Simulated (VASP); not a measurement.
Write the native input for VASP 6.6.1 that does the following.

| Property | Result |
| --- | --- |
| Task | relaxation of cell and atoms |
| Functional | PBE |
| Potentials or basis | VASP PAW PBE potentials, release 64 (Os, C) |
| Cutoff | 600 eV |
| k mesh | 4 × 4 × 4 |
| Occupations | gaussian, width 0.1 eV |
| Spin | no spin polarisation |
| Dipole correction | no |
| Further INCAR settings | ALGO = Normal; EDIFF = 1e-06; IBRION = 2; EDIFFG = -0.04; NSW = 90; ISIF = 3 |

The structure of Os4C lies in POSCAR:

```
Os4C
1.0
    3.9384940976      0.0000000000      0.0000000000
    0.0000000000      3.9384940976      0.0000000000
    0.0000000000      0.0000000000      4.2364478011
Os C
4 1
Direct
    0.5000000000      0.0000000000      0.9598320881
    0.5000000000      0.5000000000      0.5370969452
    0.0000000000      0.5000000000      0.9598320881
    0.0000000000      0.0000000000      0.4587475059
    0.5000000000      0.5000000000      0.0851271144
```

One way to write it, as run:

INCAR

```
ALGO     = Normal         # electronic algorithm
EDIFF    = 1E-6           # SCF threshold, eV
EDIFFG   = -0.04          # ionic threshold
ENCUT    = 600            # plane-wave cutoff, eV
GGA      = PE             # functional
IBRION   = 2              # ionic algorithm
ISIF     = 3              # what is computed and relaxed
ISMEAR   = 0              # smearing method
LASPH    = True           # aspherical terms in the spheres
LCHARG   = False          # write CHGCAR
LREAL    = False          # projectors in reciprocal space
LWAVE    = False          # write WAVECAR
NELM     = 80             # most SCF steps
NSW      = 90             # ionic steps
PREC     = Accurate       # precision mode
SIGMA    = 0.1            # smearing width, eV
```

KPOINTS

```
k-points
0
Gamma
  4 4 4
```

Potentials or basis: VASP PAW PBE potentials, release 64 (Os, C).

The run is started by

```sh
$ cat potpaw_PBE.64/Os/POTCAR potpaw_PBE.64/C/POTCAR > POTCAR
$ mpirun -np 1 vasp_std > vasp.out
```

Results of the run:

```json
{"Relaxed volume": "13.20 Å³/atom", "Relaxed cell": "a = 3.950 Å, b = 3.950 Å, c = 4.231 Å, α = 90.00°, β = 90.00°, γ = 90.00°", "Space group after relaxing (to 0.05 Å)": "P4mm (No. 99)", "Energy gained by relaxing": "1.2 meV/atom", "Ionic steps": "9", "Pressure after relaxing": "0.0 GPa", "Largest force after relaxing": "0.014 eV/Å", "Band gap on the k mesh": "zero (band 18 reaches 9.99 eV, above the bottom of band 19 at 7.87 eV)"}
```

Caveat: the k points lie up to 0.40 Å⁻¹ apart in the final cell; spin-orbit coupling is left out, which moves the levels of the heavy elements.

Wall time 100 s on 1 thread of AMD EPYC 9R45 96-Core Processor (Zen 5) (shared host), peak memory 0.18 GiB.
